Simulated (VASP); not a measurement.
The system is TiO2.

```
Ti O
1.0
     0.00000    4.22139    4.22139
     4.22139    0.00000    4.22139
     4.22139    4.22139    0.00000
Ti O
4 8
Direct
  0.62500 0.62500 0.62500
  0.12500 0.62500 0.62500
  0.62500 0.62500 0.12500
  0.62500 0.12500 0.62500
  0.38711 0.38711 0.38711
  0.41133 0.86289 0.86289
  0.38711 0.38711 0.83867
  0.86289 0.41133 0.86289
  0.83867 0.38711 0.38711
  0.86289 0.86289 0.86289
  0.38711 0.83867 0.38711
  0.86289 0.86289 0.41133
```

This cell differs from its parent crystal: atoms taken out.

```yaml
Program: VASP 6.6.1
Task: relaxation of cell and atoms
Functional: PBE
Dispersion: D3(BJ)
Potentials_or_basis: VASP PAW PBE potentials, release 64 (Ti_sv, O)
Cutoff: 600 eV
k_mesh: 4 × 4 × 4
Occupations: gaussian, width 0.1 eV
Spin: no spin polarisation
Hubbard_terms: Ti d U = 4.0 eV
```

At the start: pressure -3.9 GPa; volume 12.54 Å³/atom.

Problem. How do energy, volume and symmetry change on relaxing?

Solution. Over 5 steps the energy falls by 12.6 meV/atom and the volume is 12.64 Å³/atom (+0.8 %); space group Fd-3m (No. 227, to 0.1 Å) before and after.

Step by step:
| step | energy change (eV) | largest force (eV/Å) | pressure (GPa) | volume (Å³) |
| --- | --- | --- | --- | --- |
| 1 | 0.0000 | 0.8757 | -3.87 | 150.45 |
| 2 | 0.0702 | 0.6872 | 10.04 | 143.95 |
| 3 | -0.1018 | 0.2296 | 1.75 | 147.55 |
| 4 | -0.1376 | 0.1245 | 0.91 | 149.55 |
| 5 | -0.1514 | 0.0125 | 0.04 | 151.65 |

Final structure:
```cif
data_structure
_symmetry_space_group_name_H-M 'P 1'
_symmetry_Int_Tables_number 1
_cell_length_a 5.9857
_cell_length_b 5.9857
_cell_length_c 5.9857
_cell_angle_alpha 60.000
_cell_angle_beta 60.000
_cell_angle_gamma 60.000
_cell_volume 151.65
loop_
_atom_site_label
_atom_site_type_symbol
_atom_site_fract_x
_atom_site_fract_y
_atom_site_fract_z
_atom_site_occupancy
Ti1 Ti 0.62500 0.62500 0.62500 1
Ti2 Ti 0.12500 0.62500 0.62500 1
Ti3 Ti 0.62500 0.62500 0.12500 1
Ti4 Ti 0.62500 0.12500 0.62500 1
O1 O 0.39026 0.39026 0.39026 1
O2 O 0.42079 0.85974 0.85974 1
O3 O 0.39026 0.39026 0.82921 1
O4 O 0.85974 0.42079 0.85974 1
O5 O 0.82921 0.39026 0.39026 1
O6 O 0.85974 0.85974 0.85974 1
O7 O 0.39026 0.82921 0.39026 1
O8 O 0.85974 0.85974 0.42079 1
```

Caveat: the cell differs from its parent crystal (atoms taken out).
